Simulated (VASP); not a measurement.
Here is a VASP 6.6.1 calculation.

The input INCAR:

```
SYSTEM = CoO
PREC = Accurate
ENCUT = 520
EDIFF = 1E-8
ISMEAR = -1
SIGMA = 0.05
LREAL = .FALSE.
LASPH = .TRUE.
NELM = 200
ALGO = Normal
ISIF = 2
LWAVE = .FALSE.
LCHARG = .FALSE.
ISPIN = 2
MAGMOM = 3 0
LORBIT = 11
LMAXMIX = 4
LDAU = .TRUE.
LDAUTYPE = 2
LDAUL = 2 -1
LDAUU = 3.4 0
LDAUJ = 0 0
LDAUPRINT = 1
GGA = PE
LEFG = .TRUE.
NBANDS = 22
GGA_COMPAT = .FALSE.
```

Contents of KPOINTS:

```
Automatic mesh
0
G
  15 15 15
  0 0 0
```

The input POSCAR:

```
CoO
1.0
   -1.5080000000      1.5080000000      2.1072475377
    1.5080000000     -1.5080000000      2.1072475377
    1.5080000000      1.5080000000     -2.1072475377
Co O
1 1
Direct
    0.0000000000      0.0000000000      0.0000000000
    0.5000000000      0.5000000000      0.0000000000
```

Potentials or basis: VASP PAW PBE potentials, release 64 (Co_sv, O).

Command:

```bash
$ cat potpaw_PBE.64/Co_sv/POTCAR potpaw_PBE.64/O/POTCAR > POTCAR
$ mpirun -np 1 vasp_std > vasp.out
```

Estimate the site moments.

Co +2.69; O +0.24 μB.

Predict the band gap on the k mesh.

zero (filled and empty bands overlap).

Estimate the pressure.

0.2 GPa.

What does it give for the net moment?

3.00 μB per cell.

Eigenvalues of the final occupation matrices:
| site | spin | trace | eigenvalues |
| --- | --- | --- | --- |
| site 1 d | 1 | 4.68 | 0.92 0.92 0.92 0.95 0.96 |
| site 1 d | 2 | 2.00 | 0.09 0.11 0.45 0.45 0.91 |

Caveat: the stress differs along the axes, from -5 to 3 GPa; without QUAD_EFG the Cq values of the log hold for a quadrupole moment of 1 mb, not for the nuclei; a cell with one magnetic atom can't hold antiferromagnetic order, which such compounds often take. The state reached can hang on the start; a lower one may exist.
